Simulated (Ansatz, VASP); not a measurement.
**Two plane-wave programs on Sc2GeSe**

File INCAR:

```
ALGO = Fast ; EDIFF = 1E-6
ENCUT = 520 ; GGA = PE
ISIF = 2 ; ISMEAR = 0
LASPH = True ; LCHARG = True
LELF = True ; LREAL = False
LVHAR = True ; LWAVE = False
NBANDS = 29 ; NELM = 60
PREC = Accurate ; SIGMA = 0.1
```

Contents of KPOINTS:

```
k-points
0
Gamma
  4 4 4
```

POSCAR

```
Sc2GeSe
1.0
    3.8920991558      0.0000000000      0.0000000000
    0.0000000000      3.8920991558      0.0000000000
    0.0000000000      0.0000000000      5.4806133046
Sc Ge Se
2 1 1
Direct
    0.5000000000      0.5000000000      0.0000000000
    0.0000000000      0.0000000000      0.5000000000
    0.5000000000      0.5000000000      0.5000000000
    0.0000000000      0.0000000000      0.0000000000
```

Input for Ansatz:

```yaml
crystal:
  lattice:
    - [3.8920991558, 0.0, 0.0]
    - [0.0, 3.8920991558, 0.0]
    - [0.0, 0.0, 5.4806133046]
  atoms:
    - { symbol: Sc, position: [0.5, 0.5, 0.0] }
    - { symbol: Sc, position: [0.0, 0.0, 0.5] }
    - { symbol: Ge, position: [0.5, 0.5, 0.5] }
    - { symbol: Se, position: [0.0, 0.0, 0.0] }
basis:
  ecutwfc: 420
kpoints:
  mp_grid: { grid: [4, 4, 4] }
hamiltonian:
  xc: pbe
scf:
  occupations: { method: gaussian, width: 0.1 }
  lower_state_search: "off"
output:
  forces: true
  stress: true
  eigenvalues: true
```

Change from the starting cell: the structure that the rattled cell fell into.

Alike in both runs: task single point; functional PBE; k mesh 4 × 4 × 4; occupations gaussian, width 0.1 eV; no spin polarisation.

|  | VASP | Ansatz |
| --- | --- | --- |
| version | VASP 6.6.1 | Ansatz 0.2.0 |
| potentials or method | VASP PAW PBE potentials, release 64 (Sc_sv, Ge_d, Se), cutoff 520 eV | scalar-relativistic, plane waves, PAW |
| valence electrons in the cell | 42 | 52 |

```tsv
	VASP	Ansatz	Ansatz less VASP
gap on the k mesh at the Fermi level (eV)	none	none	-
pressure (GPa)	0.1	0.0	-0.16
traceless stress, the component that is largest in VASP (GPa)	0.19	0.19	-0.002
```

A gap of «none» marks a metal or a gap that the smearing closes. With one functional, cell and mesh, what is left measures potentials, basis and numerics. VASP's potentials hold 42 valence electrons a cell and Ansatz's 52, so a difference there can come from the potentials and not from the codes.

The k mesh is coarse, so the values compare programs but aren't converged.
